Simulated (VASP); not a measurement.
Input of a VASP 6.6.1 run:

The input POSCAR:

```
AgI
1.0
    0.0000000000      3.2365000000      3.2365000000
    3.2365000000      0.0000000000      3.2365000000
    3.2365000000      3.2365000000      0.0000000000
Ag I
1 1
Direct
    0.0000000000      0.0000000000      0.0000000000
    0.7500000000      0.7500000000      0.7500000000
```

The input INCAR.step1:

```
  PREC = Accurate
  ENCUT = 550
  ISMEAR = 0
  SIGMA = 0.01
  LREAL = F
  LASPH = T
  NELM = 120
  NBANDS = 16
  GGA = PE
  ALGO = Normal
  EDIFF = 1E-5
  LWAVE = T
  LCHARG = F
  GGA_COMPAT = F
```

Contents of INCAR.step2:

```
  PREC = Accurate
  ENCUT = 550
  EDIFF = 1E-6
  ISMEAR = 0
  SIGMA = 0.01
  LREAL = F
  LASPH = T
  NELM = 120
  ALGO = Normal
  ISIF = 2
  LWAVE = F
  LCHARG = F
  METAGGA = R2SCAN
  LMIXTAU = T
  NBANDS = 16
  ISTART = 1
  GGA_COMPAT = F
```

KPOINTS

```
Automatic mesh
0
Gamma
  3 3 3
```

Potentials or basis: VASP PAW PBE potentials, release 64 (Ag, I).

Launch:

```sh
$ cat potpaw_PBE.64/Ag/POTCAR potpaw_PBE.64/I/POTCAR > POTCAR
$ cp INCAR.step1 INCAR
$ mpirun -np 1 vasp_std > vasp.out
$ cp INCAR.step2 INCAR
$ mpirun -np 1 vasp_std > vasp.out
```

(1) Estimate the band gap on the k mesh.

(2) Predict the pressure.

## Answers

(1) 1.78 eV.

(2) 2.1 GPa.

Caveat: the k points lie up to 0.56 Å⁻¹ apart; the PAW data sets were made with another functional, which shifts forces and pressure a little; spin-orbit coupling is left out, which moves the levels of the heavy elements.
